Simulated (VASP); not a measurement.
Wanted: the native input for a VASP 6.6.1 run.

| Quantity | Value |
| --- | --- |
| Task | relaxation of shape and atoms at fixed volume |
| Functional | PBEsol |
| Potentials or basis | VASP PAW PBE potentials, release 64 (Sc_sv, Al) |
| Cutoff | 600 eV |
| k mesh | 6 × 6 × 8 |
| Occupations | gaussian, width 0.1 eV |
| Spin | no spin polarisation |
| Dipole correction | no |
| Further INCAR settings | ALGO = Fast; EDIFF = 1e-06; IBRION = 2; EDIFFG = -0.01; NSW = 50; ISIF = 4 |

The structure of Sc3Al lies in POSCAR:

```
Sc3Al
1.0
    6.1737216787      0.0000000000      0.0000000000
   -3.0868608393      5.3465998096      0.0000000000
    0.0000000000      0.0000000000      4.9277098211
Sc Al
6 2
Direct
    0.8281198148      0.1718801852      0.7500000000
    0.3437603704      0.1718801852      0.7500000000
    0.8281198148      0.6562396296      0.7500000000
    0.1718801852      0.8281198148      0.2500000000
    0.6562396296      0.8281198148      0.2500000000
    0.1718801852      0.3437603704      0.2500000000
    0.6666666667      0.3333333333      0.2500000000
    0.3333333333      0.6666666667      0.7500000000
```

These files were run (other wordings do the same):

INCAR

```
SYSTEM = Sc3Al
PREC = Accurate ; ENCUT = 600
EDIFF = 1E-6 ; ISMEAR = 0
SIGMA = 0.1 ; LREAL = .FALSE.
LASPH = .TRUE. ; NELM = 60
ALGO = Fast ; ISIF = 4
LWAVE = .FALSE. ; LCHARG = .FALSE.
GGA = PS ; IBRION = 2
NSW = 50 ; EDIFFG = -0.01
```

KPOINTS

```
Automatic mesh
0
G
  6 6 8
  0 0 0
```

Potentials or basis: VASP PAW PBE potentials, release 64 (Sc_sv, Al).

Run with:

```sh
$ cat potpaw_PBE.64/Sc_sv/POTCAR potpaw_PBE.64/Al/POTCAR > POTCAR
$ mpirun -np 1 vasp_std > vasp.out
```

It gave:

```yaml
Energy_gained_by_relaxing: 0.0 meV/atom
Ionic_steps: 2
Pressure_after_relaxing: 2.3 GPa
Largest_force_after_relaxing: 0.004 eV/Å
Band_gap_on_the_k_mesh: zero (bands 36 and 37 overlap by 0.68 eV)
```

Caveat: the PAW data sets were made with another functional, which shifts forces and pressure a little.

Wall time 17 min on 1 thread of Intel Xeon 8259CL (shared host), peak memory 0.47 GiB.
